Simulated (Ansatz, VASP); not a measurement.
## One calculation of AlN, two programs

File INCAR:

```
PREC = Accurate
ENCUT = 520
EDIFF = 1E-6
ISMEAR = 0
SIGMA = 0.05
LREAL = False
LASPH = True
NELM = 60
ALGO = Normal
ISIF = 2
LWAVE = False
LCHARG = False
GGA = PE
NBANDS = 11
```

KPOINTS

```
Automatic mesh
0
Gamma
  10 10 10
```

The input POSCAR:

```
AlN
1.0
    0.8539684525      2.6839008507      2.6839008507
    2.6839008507      0.8539684525      2.6839008507
    2.6839008507      2.6839008507      0.8539684525
Al N
1 1
Direct
    0.0000000000      0.0000000000      0.0000000000
    0.7500000000      0.7500000000      0.7500000000
```

Input for Ansatz:

```yaml
crystal:
  lattice:
    - [0.8539684525, 2.6839008507, 2.6839008507]
    - [2.6839008507, 0.8539684525, 2.6839008507]
    - [2.6839008507, 2.6839008507, 0.8539684525]
  atoms:
    - { symbol: Al, position: [0.0, 0.0, 0.0] }
    - { symbol: "N", position: [0.75, 0.75, 0.75] }
basis:
  ecutwfc: 420
kpoints:
  mp_grid: { grid: [10, 10, 10] }
hamiltonian:
  xc: pbe
scf:
  occupations: { method: gaussian, width: 0.05 }
output:
  forces: true
  stress: true
  eigenvalues: true
```

Alike in both runs: task single point; functional PBE; k mesh 10 × 10 × 10; occupations gaussian, width 0.05 eV; no spin polarisation.

```csv
,VASP,Ansatz
version,VASP 6.6.1,Ansatz 0.2.0
potentials or method,"VASP PAW PBE potentials, release 64 (Al, N), cutoff 520 eV","scalar-relativistic, plane waves, PAW"
valence electrons in the cell,8,8
```

VASP gave:

| Item | Value |
| --- | --- |
| gap on the k mesh at the Fermi level (eV) | none |
| rms of the force components (eV/Å) | 0.258 |

Q: What did Ansatz give for the same quantities?

A: gap on the k mesh at the Fermi level (eV): none; rms of the force components (eV/Å): 0.234.

Atom by atom the forces differ by 0.024 eV/Å (rms over components). A gap of «none» marks a metal or a gap that the smearing closes.
